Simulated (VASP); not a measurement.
# WBr4Cl2 (Cmmm) in VASP: notebook

The runs below take WBr4Cl2 through single point, relaxation of cell and atoms, with PBE.

Program: VASP 6.6.1. These are calculated values, not measurements. Logs are shortened: lines on timing, memory, paths and dates and some standing lists are left out, and cuts for length are marked.

## Step 1: The cell of the first run

Symmetry: Cmmm, No. 65, orthorhombic system. Conventional cell: a = 9.249 Å, b = 14.095 Å, c = 3.569 Å, α = 90.00°, β = 90.00°, γ = 90.00°. W (site symmetry mmm) has 6 Br at 2.40 to 2.58 Å within 3.2 Å. Within 3.8 Å of Br (site symmetry 2mm) lie 2 W at 2.58 Å and 7 Br at 3.52 to 3.73 Å and 2 Cl at 3.55 Å. Br (site symmetry m2m) has 1 W at 2.40 Å and 4 Cl at 3.13 Å within 3.2 Å. Cl (site symmetry 2/m) has 6 Br at 3.13 to 3.55 Å and 2 Cl at 3.57 Å within 4.1 Å.

The cell was generated, and may not be a known phase.

## Step 2: Single point, PBE

The input, INCAR:

```
  PREC = Accurate
  ENCUT = 520
  EDIFF = 1E-6
  ISMEAR = 0
  SIGMA = 0.15
  LREAL = False
  LASPH = True
  NELM = 80
  ALGO = Normal
  ISIF = 2
  LWAVE = False
  LCHARG = False
  GGA = PE
  NBANDS = 37
```

The input, KPOINTS:

```
regular mesh
0
Gamma
  2 2 3
```

The input, POSCAR:

```
WBr4Cl2
1.0
    4.6243375275     -7.0472515264      0.0000000000
    4.6243375275      7.0472515264      0.0000000000
    0.0000000000      0.0000000000      3.5691354888
W Br Cl
1 4 2
Direct
    0.0000000000      0.0000000000      0.0000000000
    0.7982411317      0.7982411317      0.5000000000
    0.2017588683      0.2017588683      0.5000000000
    0.8300342026      0.1699657974      0.0000000000
    0.1699657974      0.8300342026      0.0000000000
    0.5000000000      0.0000000000      0.5000000000
    0.0000000000      0.5000000000      0.5000000000
```

Potentials or basis: VASP PAW PBE potentials, release 64 (W_sv, Br, Cl).

Command:

```
cat potpaw_PBE.64/W_sv/POTCAR potpaw_PBE.64/Br/POTCAR potpaw_PBE.64/Cl/POTCAR > POTCAR
mpirun -np 1 vasp_std > vasp.out
```

OUTCAR:

```text
PREC = Accurate
   ENCUT = 520
   EDIFF = 1E-6
   ISMEAR = 0
   LREAL = False
   LASPH = True
   NELM = 80
   ISIF = 2
   GGA = PE

 ion  position               nearest neighbor table
   1  0.000  0.000  0.000-   4 2.40   5 2.40   2 2.58   3 2.58   2 2.58   3 2.58
   2  0.798  0.798  0.500-   1 2.58   1 2.58
   3  0.202  0.202  0.500-   1 2.58   1 2.58
   4  0.830  0.170  0.000-   1 2.40
   5  0.170  0.830  0.000-   1 2.40
   6  0.500  0.000  0.500-
   7  0.000  0.500  0.500-

  LATTYP: Found a base centered orthorhombic cell.
 ALAT       =     9.2486750550
 B/A-ratio  =     1.5239483460
 C/A-ratio  =     0.3859077617

  Lattice vectors:

 A1 = (   4.6243375275,  -7.0472515264,   0.0000000000)
 A2 = (   4.6243375275,   7.0472515264,   0.0000000000)
 A3 = (   0.0000000000,   0.0000000000,   3.5691354888)

Analysis of symmetry for initial positions (statically):
=====================================================================
 Subroutine PRICEL returns:
 Original cell was already a primitive cell.

 Routine SETGRP: Setting up the symmetry group for a
 base centered orthorhombic supercell.

 Subroutine GETGRP returns: Found  8 space group operations
 (whereof  8 operations were pure point group operations)
 out of a pool of  8 trial point group operations.

The static configuration has the point symmetry D_2h.

Analysis of symmetry for dynamics (positions and initial velocities):
=====================================================================
 Subroutine PRICEL returns:
 Original cell was already a primitive cell.

 Routine SETGRP: Setting up the symmetry group for a
 base centered orthorhombic supercell.

 Subroutine GETGRP returns: Found  8 space group operations
 (whereof  8 operations were pure point group operations)
 out of a pool of  8 trial point group operations.

The dynamic configuration has the point symmetry D_2h.

 Subroutine INISYM returns: Found  8 space group operations
 (whereof  8 operations are pure point group operations),
 and found     1 'primitive' translations

----------------------------------------------------------------------------------------

                                     Primitive cell

  volume of cell :     232.6282

  direct lattice vectors                    reciprocal lattice vectors
     4.624337527 -7.047251526  0.000000000     0.108123595 -0.070949646  0.000000000
     4.624337527  7.047251526  0.000000000     0.108123595  0.070949646  0.000000000
     0.000000000  0.000000000  3.569135489     0.000000000  0.000000000  0.280179893

  length of vectors
     8.429012495  8.429012495  3.569135489     0.129323486  0.129323486  0.280179893

  position of ions in fractional coordinates (direct lattice)
     0.000000000  0.000000000  0.000000000
     0.798241132  0.798241132  0.500000000
     0.201758868  0.201758868  0.500000000
     0.830034203  0.169965797  0.000000000
     0.169965797  0.830034203  0.000000000
     0.500000000  1.000000000  0.500000000
     1.000000000  0.500000000  0.500000000

  ion indices of the primitive-cell ions
   primitive index   ion index
                 1           1
                 2           2
                 3           3
                 4           4
                 5           5
                 6           6
                 7           7

----------------------------------------------------------------------------------------

 KPOINTS: regular mesh

Automatic generation of k-mesh.
 Grid dimensions read from file:
 generate k-points for:    2    2    3

 Generating k-lattice:

  Cartesian coordinates                     Fractional coordinates (reciprocal lattice)
     0.054061798 -0.035474823  0.000000000     0.500000000 -0.000000000  0.000000000
     0.054061798  0.035474823  0.000000000    -0.000000000  0.500000000  0.000000000
     0.000000000  0.000000000  0.093393298     0.000000000  0.000000000  0.333333333

  Length of vectors
     0.064661743  0.064661743  0.093393298

  Shift w.r.t. Gamma in fractional coordinates (k-lattice)
     0.000000000  0.000000000  0.000000000

 Subroutine IBZKPT returns following result:
 ===========================================

 Found      6 irreducible k-points:

 Following reciprocal coordinates:
            Coordinates               Weight
  0.000000  0.000000  0.000000      1.000000
  0.500000  0.000000  0.000000      2.000000
  0.500000  0.500000  0.000000      1.000000
  0.000000  0.000000  0.333333      2.000000
  0.500000  0.000000  0.333333      4.000000
  0.500000  0.500000  0.333333      2.000000
   k-points           NKPTS =      6   k-points in BZ     NKDIM =      6   number of bands    NBANDS=     37
   number of dos      NEDOS =    301   number of ions     NIONS =      7
   total plane-waves  NPLWV = 114688
   dimension x,y,z NGX =    64 NGY =   64 NGZ =   28
   dimension x,y,z NGXF=   128 NGYF=  128 NGZF=   56
   ions per type =               1   4   2
   NGX,Y,Z   is equivalent  to a cutoff of  12.62, 12.62, 13.04 a.u.
   NGXF,Y,Z  is equivalent  to a cutoff of  25.25, 25.25, 26.08 a.u.
 SYSTEM =  unknown system
   PREC   = accura    normal or accurate (medium, high low for compatibility)
   ISTART =      0    job   : 0-new  1-cont  2-samecut
   ICHARG =      2    charge: 1-file 2-atom 10-const
   ISPIN  =      1    spin polarized calculation?
   LNONCOLLINEAR =      F non collinear calculations
   LSORBIT =      F    spin-orbit coupling
   LASPH  =      T    aspherical Exc in radial PAW
   ENCUT  =  520.0 eV  38.22 Ry    6.18 a.u.  15.67 15.67  6.64*2*pi/ulx,y,z
   NELM   =     80;   NELMIN=  2; NELMDL= -5     # of ELM steps
   EDIFF  = 0.1E-05   stopping-criterion for ELM
   LREAL  =      F    real-space projection
   EDIFFG = 0.1E-04   stopping-criterion for IOM
   NSW    =      0    number of steps for IOM
[... 5 lines left out ...]
   TEBEG  =    0.0;   TEEND  =   0.0 temperature during run
   PSTRESS=    0.0 pullay stress
   NELECT =      56.0000    total number of electrons
   NUPDOWN=      -1.0000    fix difference up-down
   EMIN   =  10.00;   EMAX   =-10.00  energy-range for DOS
   EFERMI =   0.00;   METHOD = LEGACY
   ISMEAR =     0;   SIGMA  =   0.15  broadening in eV -4-tet -1-fermi 0-gaus
   EFERMI_NEDOS =   21; number of points for ismear=-14 and -15
   IALGO  =     38    algorithm
   IMIX   =      4    mixing-type and parameters
     AMIX     =   0.40;   BMIX     =  1.00
     AMIX_MAG =   1.60;   BMIX_MAG =  1.00
  volume/ion in A,a.u.               =      33.23       224.26
  Fermi-wavevector in a.u.,A,eV,Ry     =   1.018396  1.924490 14.111019  1.037131
  Thomas-Fermi vector in A             =   2.151851
   LORBIT       =      0    0 simple, 1 ext, 2 COOP (PROOUT), +10 PAW based schemes
   GGA     = PE    functional components
   LHFCALC =     F    Hartree Fock is set to
   AEXX    =    0.0000 exact exchange contribution
   IVDW    =     0    specifies the selected vdW correction
   LEPSILON=     F    determine dielectric tensor
   LRPA    =     F    only Hartree local field effects (RPA)
 non-spin polarized calculation
 Gauss-broadening in eV      SIGMA  =   0.15
  energy-cutoff  :      520.00
  volume of cell :      232.63
 maximum number of plane-waves:      6272
 NGX is ok and might be reduce to    64
   NGX = 31   NGY = 31   NGZ = 13

 number of electron      56.0000003 magnetization

 Free energy of the ion-electron system (eV)
  ---------------------------------------------------
  ext. energy  EPLUGINS =         0.00000000
  ---------------------------------------------------
  free energy    TOTEN  =       -24.14246869 eV

  energy without entropy =      -24.09515268  energy(sigma->0) =      -24.11881068

 E-fermi :   0.3603     XC(G=0):  -7.6041

 val. band max:        0.3516664383   @ k =   0.5000   0.0000   0.0000
 cond. band min:       0.5601092909   @ k =   0.0000   0.0000   0.0000
 fundamental gap:      0.2084428526
 Fermi energy:         0.3603481976

 k-point     1 :       0.0000    0.0000    0.0000
  band No.  band energies     occupation
      1     -75.0011      2.00000
      2     -39.2992      2.00000
      3     -39.1258      2.00000
      4     -39.0259      2.00000
      5     -15.8518      2.00000
      6     -15.2200      2.00000
[... 29 lines left out ...]
     36       6.9464      0.00000
     37       7.3971      0.00000

 k-point     2 :       0.5000    0.0000    0.0000
  band No.  band energies     occupation
      1     -75.0011      2.00000
      2     -39.2992      2.00000
      3     -39.1258      2.00000
      4     -39.0259      2.00000
      5     -15.8402      2.00000
      6     -15.2236      2.00000
[... 29 lines left out ...]
     36       6.8734      0.00000
     37       7.1304      0.00000

 k-point     3 :       0.5000    0.5000    0.0000
  band No.  band energies     occupation
      1     -75.0011      2.00000
      2     -39.2992      2.00000
      3     -39.1258      2.00000
      4     -39.0259      2.00000
      5     -15.8305      2.00000
      6     -15.2243      2.00000
[... 29 lines left out ...]
     36       6.6490      0.00000
     37       7.1985      0.00000

 k-point     4 :       0.0000    0.0000    0.3333
  band No.  band energies     occupation
      1     -75.0001      2.00000
      2     -39.3477      2.00000
      3     -39.1175      2.00000
      4     -39.0223      2.00000
      5     -15.3153      2.00000
      6     -15.2081      2.00000
[... 29 lines left out ...]
     36       7.6166      0.00000
     37       8.0999      0.00000

 k-point     5 :       0.5000    0.0000    0.3333
  band No.  band energies     occupation
      1     -75.0000      2.00000
      2     -39.3477      2.00000
      3     -39.1175      2.00000
      4     -39.0223      2.00000
      5     -15.3084      2.00000
      6     -15.2106      2.00000
[... 29 lines left out ...]
     36       7.3205      0.00000
     37       7.9506      0.00000

 k-point     6 :       0.5000    0.5000    0.3333
  band No.  band energies     occupation
      1     -75.0000      2.00000
      2     -39.3477      2.00000
      3     -39.1175      2.00000
      4     -39.0223      2.00000
      5     -15.3033      2.00000
      6     -15.2112      2.00000
[... 29 lines left out ...]
     36       7.6639      0.00000
     37       8.6478      0.00000

------------------------ aborting loop because EDIFF is reached ----------------------------------------

  FORCE on cell =-STRESS in cart. coord.  units (eV):
  Direction    XX          YY          ZZ          XY          YZ          ZX
  --------------------------------------------------------------------------------------
  -------------------------------------------------------------------------------------
  Total        0.3156957      0.1859505     -0.2314931      0.0000000      0.0000000      0.0000000
  in kB        2.1742872      1.2806946     -1.5943600      0.0000000      0.0000000      0.0000000
  external PRESSURE =       0.6202073 kB  Pullay stress =       0.0000000 kB

 VOLUME and BASIS-vectors are now :
 -----------------------------------------------------------------------------
  energy-cutoff  :      520.00
  volume of cell :      232.63
      direct lattice vectors                 reciprocal lattice vectors
     4.624337527 -7.047251526  0.000000000     0.108123595 -0.070949646  0.000000000
     4.624337527  7.047251526  0.000000000     0.108123595  0.070949646  0.000000000
     0.000000000  0.000000000  3.569135489     0.000000000  0.000000000  0.280179893

 POSITION                                       TOTAL-FORCE (eV/Angst)
 -----------------------------------------------------------------------------------
      0.00000      0.00000      0.00000         0.000000     -0.000000      0.000000
      7.38267      0.00000      1.78457         0.038527      0.000000      0.000000
      1.86600      0.00000      1.78457        -0.038527      0.000000     -0.000000
      4.62434     -4.65167      0.00000         0.000000     -0.033408      0.000000
      4.62434      4.65167      0.00000         0.000000      0.033408      0.000000
      2.31217     -3.52363      1.78457         0.000000      0.000000      0.000000
      2.31217      3.52363      1.78457         0.000000      0.000000      0.000000
 -----------------------------------------------------------------------------------
    total drift:                               -0.000000      0.000000     -0.000000

  FREE ENERGIE OF THE ION-ELECTRON SYSTEM (eV)
  ---------------------------------------------------
  free  energy   TOTEN  =       -24.1424686905 eV

  energy  without entropy=      -24.0951526786  energy(sigma->0) =      -24.11881068
```

It took 56 s on 1 thread of AMD EPYC 9R45 (Zen 5), shared host; peak memory 0.31 GiB.

What came out:

```
Free energy            : -24.1425 eV
Pressure               : 0.1 GPa
Largest force          : 0.039 eV/Å
Band gap on the k mesh : zero (bands 28 and 29 overlap by 0.46 eV)
```

Forces in eV/Å, atoms in the order of the input:
```
W    0.000  0.000  0.000
Br   0.039  0.000  0.000
Br  -0.039  0.000  0.000
Br   0.000 -0.033  0.000
Br   0.000  0.033  0.000
Cl   0.000  0.000  0.000
Cl   0.000  0.000  0.000
```

Stress tensor (GPa, compression positive):
```
 0.22  0.00  0.00
 0.00  0.13  0.00
 0.00  0.00 -0.16
```

Levels at points of the mesh, in eV from the Fermi level:
```csv
k point,band 24,band 25,band 26,band 27,band 28,band 29,band 30,band 31,band 32,band 33
"(0.00, 0.00, 0.00)",-1.00,-0.83,-0.41,-0.26,0.20,0.34,0.90,0.92,2.33,2.92
"(0.50, 0.00, 0.00)",-1.09,-0.91,-0.48,-0.28,-0.03,-0.01,1.06,1.26,2.32,3.11
"(0.50, 0.50, 0.00)",-1.25,-0.96,-0.91,-0.30,-0.26,-0.26,1.21,1.69,2.33,2.91
```

Caveat: the k points lie up to 0.59 Å⁻¹ apart; spin-orbit coupling is left out, which moves the levels of the heavy elements.

(Continued in part 2 of 2.)

The gap in the log of VASP goes by the Fermi energy; the results here count the filled bands.